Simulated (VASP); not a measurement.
# WC (Cmmm) in VASP: further runs

The runs below take WC through relaxation of cell and atoms, with PBE+D3(BJ), PBE+D4.

All numbers are computed with VASP 6.6.1; they aren't measurements. Logs are shortened: lines on timing, memory, paths and dates and some standing lists are left out, and cuts for length are marked.

### 1 The cell of the first run

Symmetry: Cmmm, No. 65, orthorhombic system. The conventional cell has a = 3.281 Å, b = 4.236 Å, c = 4.309 Å, α = 90.00°, β = 90.00°, γ = 90.00°. Within 3.5 Å of W (site symmetry mmm) lie 6 W at 2.68 to 3.28 Å and 8 C at 2.71 to 3.02 Å. Within 3.5 Å of C (site symmetry mmm) lie 6 C at 2.68 to 3.28 Å and 8 W at 2.71 to 3.02 Å.

### 2 Relaxation of cell and atoms, PBE+D3(BJ)

File INCAR:

```
SYSTEM = WC
PREC     = Accurate       ! precision mode
ENCUT    = 600            ! plane-wave cutoff, eV
EDIFF    = 1E-7           ! SCF threshold, eV
ISMEAR   = -1             ! smearing method
SIGMA    = 0.05           ! smearing width, eV
LREAL    = .False.        ! projectors in reciprocal space
LASPH    = .True.         ! aspherical terms in the spheres
NELM     = 80             ! most SCF steps
ALGO     = Normal         ! electronic algorithm
ISIF     = 3              ! what is computed and relaxed
LWAVE    = .False.        ! write WAVECAR
LCHARG   = .False.        ! write CHGCAR
GGA      = PE             ! functional
IVDW     = 12             ! dispersion correction
IBRION   = 2              ! ionic algorithm
NSW      = 60             ! ionic steps
EDIFFG   = -0.01          ! ionic threshold
```

File KPOINTS:

```
Automatic mesh
0
Gamma
  10 10 6
  0 0 0
```

File POSCAR:

```
WC
1.0
    1.6403461100     -2.1180379000      0.0000000000
    1.6403461100      2.1180379000      0.0000000000
    0.0000000000      0.0000000000      4.3094211000
W C
1 1
Direct
    0.5000000000      0.5000000000      0.5000000000
    0.0000000000      0.0000000000      0.0000000000
```

Potentials or basis: VASP PAW PBE potentials, release 64 (W_sv, C).

Started as:

```console
$ cat potpaw_PBE.64/W_sv/POTCAR potpaw_PBE.64/C/POTCAR > POTCAR
$ mpirun -np 1 vasp_std > vasp.out
```

OUTCAR:

```text
SYSTEM = WC
   PREC = Accurate
   ENCUT = 600
   EDIFF = 1E-7
   ISMEAR = -1
   LREAL = .False.
   LASPH = .True.
   NELM = 80
   ISIF = 3
   GGA = PE
   IVDW = 12
   IBRION = 2
   NSW = 60
   EDIFFG = -0.01
 IVDW          = 12

 ion  position               nearest neighbor table
   1  0.500  0.500  0.500-   2 2.71   2 2.71   2 2.71   2 2.71
   2  0.000  0.000  0.000-   1 2.71   1 2.71   1 2.71   1 2.71

  LATTYP: Found a base centered orthorhombic cell.
 ALAT       =     3.2806922200
 B/A-ratio  =     1.2912140231
 C/A-ratio  =     1.3135706769

  Lattice vectors:

 A1 = (   1.6403461100,  -2.1180379000,   0.0000000000)
 A2 = (   1.6403461100,   2.1180379000,   0.0000000000)
 A3 = (   0.0000000000,   0.0000000000,   4.3094211000)

Analysis of symmetry for initial positions (statically):
=====================================================================
 Subroutine PRICEL returns:
 Original cell was already a primitive cell.

 Routine SETGRP: Setting up the symmetry group for a
 base centered orthorhombic supercell.

 Subroutine GETGRP returns: Found  8 space group operations
 (whereof  8 operations were pure point group operations)
 out of a pool of  8 trial point group operations.

The static configuration has the point symmetry D_2h.

Analysis of symmetry for dynamics (positions and initial velocities):
=====================================================================
 Subroutine PRICEL returns:
 Original cell was already a primitive cell.

 Routine SETGRP: Setting up the symmetry group for a
 base centered orthorhombic supercell.

 Subroutine GETGRP returns: Found  8 space group operations
 (whereof  8 operations were pure point group operations)
 out of a pool of  8 trial point group operations.

The dynamic configuration has the point symmetry D_2h.

 Subroutine INISYM returns: Found  8 space group operations
 (whereof  8 operations are pure point group operations),
 and found     1 'primitive' translations

----------------------------------------------------------------------------------------

                                     Primitive cell

  volume of cell :      29.9446

  direct lattice vectors                    reciprocal lattice vectors
     1.640346110 -2.118037900  0.000000000     0.304813720 -0.236067542  0.000000000
     1.640346110  2.118037900  0.000000000     0.304813720  0.236067542  0.000000000
     0.000000000  0.000000000  4.309421100     0.000000000  0.000000000  0.232049729

  length of vectors
     2.678958735  2.678958735  4.309421100     0.385537661  0.385537661  0.232049729

  position of ions in fractional coordinates (direct lattice)
     0.500000000  0.500000000  0.500000000
     0.000000000  0.000000000  0.000000000

  ion indices of the primitive-cell ions
   primitive index   ion index
                 1           1
                 2           2

----------------------------------------------------------------------------------------

 KPOINTS: Automatic mesh

Automatic generation of k-mesh.
 Grid dimensions read from file:
 generate k-points for:   10   10    6

 Generating k-lattice:

  Cartesian coordinates                     Fractional coordinates (reciprocal lattice)
     0.030481372 -0.023606754  0.000000000     0.100000000  0.000000000  0.000000000
     0.030481372  0.023606754  0.000000000     0.000000000  0.100000000  0.000000000
     0.000000000  0.000000000  0.038674955     0.000000000  0.000000000  0.166666667

  Length of vectors
     0.038553766  0.038553766  0.038674955

  Shift w.r.t. Gamma in fractional coordinates (k-lattice)
     0.000000000  0.000000000  0.000000000

 Subroutine IBZKPT returns following result:
 ===========================================

 Found    124 irreducible k-points:

 Following reciprocal coordinates:
            Coordinates               Weight
  0.000000  0.000000  0.000000      1.000000
  0.100000  0.000000  0.000000      4.000000
  0.200000  0.000000  0.000000      4.000000
  0.300000  0.000000  0.000000      4.000000
  0.400000  0.000000  0.000000      4.000000
  0.500000  0.000000  0.000000      2.000000
[... 16 lines left out ...]
  0.300000  0.300000  0.000000      2.000000
  0.400000  0.300000  0.000000      4.000000
 [... further k-points ...]
   k-points           NKPTS =    124   k-points in BZ     NKDIM =    124   number of bands    NBANDS=     13
   number of dos      NEDOS =    301   number of ions     NIONS =      2
   total plane-waves  NPLWV =  20736
   dimension x,y,z NGX =    24 NGY =   24 NGZ =   36
   dimension x,y,z NGXF=    48 NGYF=   48 NGZF=   72
   ions per type =               1   1
   NGX,Y,Z   is equivalent  to a cutoff of  14.89, 14.89, 13.89 a.u.
   NGXF,Y,Z  is equivalent  to a cutoff of  29.79, 29.79, 27.78 a.u.
 SYSTEM =  WC
   PREC   = accura    normal or accurate (medium, high low for compatibility)
   ISTART =      0    job   : 0-new  1-cont  2-samecut
   ICHARG =      2    charge: 1-file 2-atom 10-const
   ISPIN  =      1    spin polarized calculation?
   LNONCOLLINEAR =      F non collinear calculations
   LSORBIT =      F    spin-orbit coupling
   LASPH  =      T    aspherical Exc in radial PAW
   ENCUT  =  600.0 eV  44.10 Ry    6.64 a.u.   5.35  5.35  8.61*2*pi/ulx,y,z
   NELM   =     80;   NELMIN=  2; NELMDL= -5     # of ELM steps
   EDIFF  = 0.1E-06   stopping-criterion for ELM
   LREAL  =      F    real-space projection
   EDIFFG = -.1E-01   stopping-criterion for IOM
   NSW    =     60    number of steps for IOM
   IBRION =      2    ionic relax: 0-MD 1-quasi-New 2-CG
   NFREE  =      1    steps in history (QN), initial steepest desc. (CG)
   ISIF   =      3    stress and relaxation
   ISYM   =      2    0-nonsym 1-usesym 2-fastsym
   POTIM  = 0.5000    time-step for ionic-motion
   TEBEG  =    0.0;   TEEND  =   0.0 temperature during run
   PSTRESS=    0.0 pullay stress
   NELECT =      18.0000    total number of electrons
   NUPDOWN=      -1.0000    fix difference up-down
   EMIN   =  10.00;   EMAX   =-10.00  energy-range for DOS
   EFERMI =   0.00;   METHOD = LEGACY
   ISMEAR =    -1;   SIGMA  =   0.05  broadening in eV -4-tet -1-fermi 0-gaus
   EFERMI_NEDOS =   21; number of points for ismear=-14 and -15
   IALGO  =     38    algorithm
   IMIX   =      4    mixing-type and parameters
     AMIX     =   0.40;   BMIX     =  1.00
     AMIX_MAG =   1.60;   BMIX_MAG =  1.00
  volume/ion in A,a.u.               =      14.97       101.04
  Fermi-wavevector in a.u.,A,eV,Ry     =   1.381634  2.610909 25.972324  1.908912
  Thomas-Fermi vector in A             =   2.506400
   LORBIT       =      0    0 simple, 1 ext, 2 COOP (PROOUT), +10 PAW based schemes
   GGA     = PE    functional components
   LHFCALC =     F    Hartree Fock is set to
   AEXX    =    0.0000 exact exchange contribution
   IVDW    =    12    specifies the selected vdW correction
   LEPSILON=     F    determine dielectric tensor
   LRPA    =     F    only Hartree local field effects (RPA)
 conjugate gradient relaxation of ions
 non-spin polarized calculation
  energy-cutoff  :      600.00
  volume of cell :       29.94
 maximum number of plane-waves:      1015
 NGX is ok and might be reduce to    24
   NGX = 11   NGY = 11   NGZ = 17

--------------------------------------- Ionic step        1  -------------------------------------------

 number of electron      17.9999998 magnetization

 Free energy of the ion-electron system (eV)
  ---------------------------------------------------
  ext. energy  EPLUGINS =         0.00000000
  ---------------------------------------------------
  free energy    TOTEN  =       -16.70746447 eV

  energy without entropy =      -16.69279925  energy(sigma->0) =      -16.70013186

------------------------ aborting loop because EDIFF is reached ----------------------------------------

 Edisp (eV)   -0.73420

 E8    (eV) :    -0.3305
[... 105 lines left out ...]
  FREE ENERGIE OF THE ION-ELECTRON SYSTEM (eV)
  ---------------------------------------------------
  free  energy   TOTEN  =       -20.0013553733 eV

  energy  without entropy=      -19.9895952610  energy(sigma->0) =      -19.99547532

 E-fermi :   9.9109     XC(G=0): -12.9884

 val. band max:        9.9025971079   @ k =   0.4000   0.1000   0.1667
 cond. band min:       9.9360481157   @ k =   0.3000   0.0000   0.5000
 fundamental gap:      0.0334510078
 Fermi energy:         9.9109461823

 k-point     1 :       0.0000    0.0000    0.0000
  band No.  band energies     occupation
      1     -64.8076      2.00000
      2     -28.9558      2.00000
      3     -28.8521      2.00000
      4     -28.5843      2.00000
      5      -4.3764      2.00000
      6       5.4714      2.00000
      7       8.0320      2.00000
      8       8.2459      2.00000
      9       8.7587      2.00000
     10       9.7311      1.94660
     11      10.4578      0.00004
     12      11.0988      0.00000
     13      12.3717      0.00000
[... 354 lines left out ...]
  band No.  band energies     occupation
      1     -64.7689      2.00000
      2     -29.1853      2.00000
      3     -28.9944      2.00000
      4     -28.8750      2.00000
      5      -0.9737      2.00000
      6       3.4613      2.00000
      7       4.5268      2.00000
      8       5.7165      2.00000
      9       9.8458      1.57244
     10       9.9012      1.09702
     11      12.2021      0.00000
     12      13.4111      0.00000
     13      16.5251      0.00000

 [... further k-points ...]

[... ionic steps 4 to 15 ...]

--------------------------------------- Ionic step       16  -------------------------------------------

 number of electron      18.0000002 magnetization

------------------------ aborting loop because EDIFF is reached ----------------------------------------
[... 75 lines left out ...]
--------------------------------------- Ionic step       18  -------------------------------------------

 number of electron      18.0000002 magnetization

 Free energy of the ion-electron system (eV)
  ---------------------------------------------------
  ext. energy  EPLUGINS =         0.00000000
  ---------------------------------------------------
  free energy    TOTEN  =       -20.64804899 eV

  energy without entropy =      -20.63783356  energy(sigma->0) =      -20.64294127

 E-fermi :  10.5074     XC(G=0): -13.2268

 val. band max:       10.4585993698   @ k =  -0.3000   0.1000   0.1667
 cond. band min:      10.5143516422   @ k =  -0.3000   0.3000   0.1667
 fundamental gap:      0.0557522724
 Fermi energy:        10.5074138867

 k-point     1 :       0.0000    0.0000    0.0000
  band No.  band energies     occupation
      1     -64.0497      2.00000
      2     -28.2362      2.00000
      3     -28.0772      2.00000
      4     -27.8608      2.00000
      5      -4.1737      2.00000
      6       5.6915      2.00000
      7       8.1644      2.00000
      8       9.2485      2.00000
      9       9.2593      2.00000
     10      10.5757      0.40632
     11      10.9295      0.00043
     12      11.8878      0.00000
     13      13.0584      0.00000
[... 354 lines left out ...]
  band No.  band energies     occupation
      1     -64.0000      2.00000
      2     -28.5451      2.00000
      3     -28.3001      2.00000
      4     -28.1309      2.00000
      5      -0.5759      2.00000
      6       3.9327      2.00000
      7       4.7530      2.00000
      8       5.6527      2.00000
      9      10.5176      0.89845
     10      10.7805      0.00845
     11      13.0999      0.00000
     12      14.2783      0.00000
     13      18.2861      0.00000

 [... further k-points ...]

------------------------ aborting loop because EDIFF is reached ----------------------------------------

 Edisp (eV)   -0.83921

 E8    (eV) :    -0.3848
[... 25 lines left out ...]
  FREE ENERGIE OF THE ION-ELECTRON SYSTEM (eV)
  ---------------------------------------------------
  free  energy   TOTEN  =       -21.4872588678 eV

  energy  without entropy=      -21.4770434393  energy(sigma->0) =      -21.48215115

 reached required accuracy - stopping structural energy minimisation
```

It took 7.3 min on 1 thread of AMD EPYC 7R13 (Zen 3), shared host; peak memory 0.2 GiB.

Results:

* Free energy: -21.4873 eV
* Relaxed volume: 11.41 Å³/atom
* Relaxed cell: a = 2.964 Å, b = 2.964 Å, c = 3.010 Å, α = 90.00°, β = 90.00°, γ = 120.38°
* Space group after relaxing (to 0.05 Å): Cmmm (No. 65)
* Energy gained by relaxing: 2022.8 meV/atom
* Ionic steps: 18
* Pressure after relaxing: 0.0 GPa
* Band gap on the k mesh: zero (band 9 reaches 12.93 eV, above the bottom of band 10 at 9.71 eV)
* Dispersion energy per atom: -0.420 eV

Step by step:
```csv
step,energy change (eV),largest force (eV/Å),pressure (GPa),volume (Å³)
1,0.0000,0.0000,-35.41,29.94
2,-1.9321,0.0000,119.32,17.38
3,-2.5597,0.0000,27.63,20.30
4,-2.7103,0.0000,114.21,18.15
5,-3.3605,0.0000,56.08,19.23
6,-3.8673,0.0000,-21.65,24.00
7,-3.9760,0.0000,-4.66,22.37
8,-4.0230,0.0000,1.46,22.33
9,-4.0277,0.0000,4.24,22.30
10,-4.0422,0.0000,0.61,22.79
11,-4.0429,0.0000,-0.60,22.96
12,-4.0429,0.0000,-0.42,22.93
13,-4.0452,0.0000,0.02,22.86
14,-4.0455,0.0000,0.28,22.82
15,-4.0455,0.0000,-0.59,22.86
16,-4.0455,0.0000,-0.20,22.84
17,-4.0456,0.0000,-0.08,22.82
18,-4.0456,0.0000,-0.02,22.81
```

Final structure:
```xyz
2
Lattice="1.4736 -2.5718 0.0000 1.4736 2.5718 0.0000 0.0000 0.0000 3.0096" Properties=species:S:1:pos:R:3 pbc="T T T"
W     1.4736    0.0000    1.5048
C     0.0000    0.0000    0.0000
```

Caveat: the volume moved by over 15 % at a fixed basis, so the end points are rough; spin-orbit coupling is left out, which moves the levels of the heavy elements; pairwise dispersion overbinds metals, which lowers pressure and volume.

### 3 Relaxation of cell and atoms, PBE+D4

File INCAR:

```
PREC = Accurate
ENCUT = 600
EDIFF = 1E-6
ISMEAR = -1
SIGMA = 0.05
LREAL = False
LASPH = True
NELM = 80
ALGO = Normal
ISIF = 3
LWAVE = False
LCHARG = False
GGA = PE
IVDW = 13
IBRION = 2
NSW = 60
EDIFFG = -0.01
```

File KPOINTS:

```
regular mesh
0
Gamma
  10 10 6
```

POSCAR is that of step 2.

Potentials or basis: VASP PAW PBE potentials, release 64 (W_sv, C).

Started as:

```console
$ cat potpaw_PBE.64/W_sv/POTCAR potpaw_PBE.64/C/POTCAR > POTCAR
$ mpirun -np 1 vasp_std > vasp.out
```

OUTCAR:

```text
PREC = Accurate
   ENCUT = 600
   EDIFF = 1E-6
   ISMEAR = -1
   LREAL = False
   LASPH = True
   NELM = 80
   ISIF = 3
   GGA = PE
   IVDW = 13
   IBRION = 2
   NSW = 60
   EDIFFG = -0.01

 ion  position               nearest neighbor table
   1  0.500  0.500  0.500-   2 2.71   2 2.71   2 2.71   2 2.71
   2  0.000  0.000  0.000-   1 2.71   1 2.71   1 2.71   1 2.71

  LATTYP: Found a base centered orthorhombic cell.
 ALAT       =     3.2806922200
 B/A-ratio  =     1.2912140231
 C/A-ratio  =     1.3135706769

  Lattice vectors:

 A1 = (   1.6403461100,  -2.1180379000,   0.0000000000)
 A2 = (   1.6403461100,   2.1180379000,   0.0000000000)
 A3 = (   0.0000000000,   0.0000000000,   4.3094211000)

Analysis of symmetry for initial positions (statically):
[... 687 lines left out ...]
--------------------------------------- Ionic step       18  -------------------------------------------

 number of electron      18.0000002 magnetization

------------------------ aborting loop because EDIFF is reached ----------------------------------------
[... 75 lines left out ...]
--------------------------------------- Ionic step       20  -------------------------------------------

 number of electron      18.0000002 magnetization

 Free energy of the ion-electron system (eV)
  ---------------------------------------------------
  ext. energy  EPLUGINS =         0.00000000
  ---------------------------------------------------
  free energy    TOTEN  =       -20.64898973 eV

  energy without entropy =      -20.63863818  energy(sigma->0) =      -20.64381395

 E-fermi :  10.4899     XC(G=0): -13.2197

 val. band max:       10.4400642904   @ k =  -0.3000   0.1000   0.1667
 cond. band min:      10.4961194582   @ k =  -0.3000   0.3000   0.1667
 fundamental gap:      0.0560551678
 Fermi energy:        10.4898870218

 k-point     1 :       0.0000    0.0000    0.0000
  band No.  band energies     occupation
      1     -64.0672      2.00000
      2     -28.2526      2.00000
      3     -28.0953      2.00000
      4     -27.8812      2.00000
      5      -4.1824      2.00000
      6       5.6818      2.00000
      7       8.1370      2.00000
      8       9.2437      2.00000
      9       9.2512      2.00000
     10      10.5567      0.41653
     11      10.9052      0.00049
     12      11.8694      0.00000
     13      13.0345      0.00000
[... 401 lines left out ...]
  FREE ENERGIE OF THE ION-ELECTRON SYSTEM (eV)
  ---------------------------------------------------
  free  energy   TOTEN  =       -21.5450256255 eV

  energy  without entropy=      -21.5346740748  energy(sigma->0) =      -21.53984985

 reached required accuracy - stopping structural energy minimisation
```

CONTCAR:

```text
WC
   1.00000000000000
     1.4737197921811813   -2.5751018400293080    0.0000000000000000
     1.4737197921811813    2.5751018400293080    0.0000000000000000
     0.0000000000000000    0.0000000000000000    3.0088415187828192
  W               C
     1     1
Direct
     0.5000000000000000    0.5000000000000000    0.5000000000000000
     0.0000000000000000    0.0000000000000000    0.0000000000000000

  0.00000000E+00  0.00000000E+00  0.00000000E+00
  0.00000000E+00  0.00000000E+00  0.00000000E+00
```

Run time: 6.9 min. Hardware: 1 thread of AMD EPYC 7R13 (Zen 3), shared host; peak memory 0.19 GiB.

Results:

| Item | Value |
| --- | --- |
| Free energy | -21.5450 eV |
| Relaxed volume | 11.42 Å³/atom |
| Relaxed cell | a = 2.967 Å, b = 2.967 Å, c = 3.009 Å, α = 90.00°, β = 90.00°, γ = 120.44° |
| Space group after relaxing (to 0.05 Å) | Cmmm (No. 65) |
| Energy gained by relaxing | 2030.0 meV/atom |
| Ionic steps | 20 |
| Pressure after relaxing | 0.0 GPa |
| Band gap on the k mesh | zero (band 9 reaches 12.91 eV, above the bottom of band 10 at 9.70 eV) |
| Dispersion energy per atom | -0.448 eV |

The path:
```csv
step,energy change (eV),largest force (eV/Å),pressure (GPa),volume (Å³)
1,0.0000,0.0000,-34.94,29.94
2,-2.0065,0.0000,114.20,17.52
3,-2.5718,0.0000,28.48,20.29
4,-2.7765,0.0000,111.84,18.18
5,-3.3508,0.0000,57.58,19.21
6,-3.9042,0.0000,-19.86,23.84
7,-3.9920,0.0000,-4.35,22.38
8,-4.0362,0.0000,1.36,22.35
9,-4.0423,0.0000,4.69,22.32
10,-4.0565,0.0000,0.63,22.85
11,-4.0569,0.0000,-0.39,22.99
12,-4.0569,0.0000,-0.26,22.96
13,-4.0595,0.0000,-0.08,22.91
14,-4.0599,0.0000,0.02,22.87
15,-4.0599,0.0000,0.02,22.87
16,-4.0599,0.0000,0.01,22.87
17,-4.0600,0.0000,-0.23,22.87
18,-4.0600,0.0000,-0.30,22.88
19,-4.0600,0.0000,-0.19,22.86
20,-4.0600,0.0000,-0.02,22.84
```

Final structure:
```
W C
1.0
     1.47372   -2.57510    0.00000
     1.47372    2.57510    0.00000
     0.00000    0.00000    3.00884
W C
1 1
Cartesian
  1.4737 0.0000 1.5044
  0.0000 0.0000 0.0000
```

Caveat: the volume moved by over 15 % at a fixed basis, so the end points are rough; spin-orbit coupling is left out, which moves the levels of the heavy elements; pairwise dispersion overbinds metals, which lowers pressure and volume.
